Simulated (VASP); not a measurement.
ZrH3, 4 atoms in the cell. It takes space group Pm-3m (No. 221, cubic). The conventional cell has a = 3.126 Å, b = 3.126 Å, c = 3.126 Å, α = 90.00°, β = 90.00°, γ = 90.00°. Within 2.9 Å of Zr (site symmetry m-3m) lie 12 H at 2.21 Å. Within 2.9 Å of H (site symmetry 4/mmm) lie 4 Zr at 2.21 Å and 8 H at 2.21 Å. 

* Program: VASP 6.6.1
* Task: single point
* Functional: r2SCAN
* Potentials or basis: VASP PAW PBE potentials, release 64 (Zr_sv, H)
* Cutoff: 520 eV
* k mesh: 7 × 7 × 7
* Occupations: methfessel-paxton, width 0.1 eV
* Spin: no spin polarisation
* Dipole correction: no
* Further INCAR settings: ALGO = Normal; EDIFF = 1e-06; NBANDS = 16

Potentials or basis: VASP PAW PBE potentials, release 64 (Zr_sv, H).

Run with:

```sh
$ cat potpaw_PBE.64/Zr_sv/POTCAR potpaw_PBE.64/H/POTCAR > POTCAR
$ cp INCAR.step1 INCAR
$ mpirun -np 1 vasp_std > vasp.out
$ cp INCAR.step2 INCAR
$ mpirun -np 1 vasp_std > vasp.out
```

Hardware: 1 thread of Intel Xeon 8259CL (shared host).

Question: Estimate the wall time of this run.

Answer: It took 63 s on 1 thread of Intel Xeon 8259CL, on a shared host, peak memory 0.14 GiB. Counts: k points 20.
